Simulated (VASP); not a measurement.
A run of VASP 6.6.1:

Contents of INCAR:

```
SYSTEM = Rb
PREC     = Accurate       ! precision mode
ENCUT    = 520            ! plane-wave cutoff, eV
EDIFF    = 1E-6           ! SCF threshold, eV
ISMEAR   = 0              ! smearing method
SIGMA    = 0.1            ! smearing width, eV
LREAL    = .False.        ! projectors in reciprocal space
LASPH    = .True.         ! aspherical terms in the spheres
NELM     = 80             ! most SCF steps
ALGO     = Fast           ! electronic algorithm
ISIF     = 2              ! what is computed and relaxed
LWAVE    = .False.        ! write WAVECAR
LCHARG   = .False.        ! write CHGCAR
GGA      = PS             ! functional
NBANDS   = 16             ! bands
```

KPOINTS

```
regular mesh
0
Gamma
  10 10 10
  0 0 0
```

Contents of POSCAR:

```
Rb
1.0
    5.4604111607      0.0000000000      0.0000000000
    0.0000000000      5.4604111607      0.0000000000
    0.0000000000      0.0000000000      5.8143481083
Rb
2
Direct
    0.0000000000      0.0000000000      0.0000000000
    0.5000000000      0.5000000000      0.5000000000
```

Potentials or basis: VASP PAW PBE potentials, release 64 (Rb_sv).

Launch:

```bash
$ cat potpaw_PBE.64/Rb_sv/POTCAR > POTCAR
$ mpirun -np 1 vasp_std > vasp.out
```

Hardware: 1 thread of Intel(R) Xeon(R) Platinum 8124M CPU @ 3.00GHz (Skylake/Cascade Lake), on a shared host.

Task: Estimate the wall time of this run.

Result: Wall time 3.8 min on 1 thread of Intel(R) Xeon(R) Platinum 8124M CPU @ 3.00GHz (Skylake/Cascade Lake), with other jobs on the host, peak memory 0.46 GiB. Counts: scf iterations 11, k points 126.
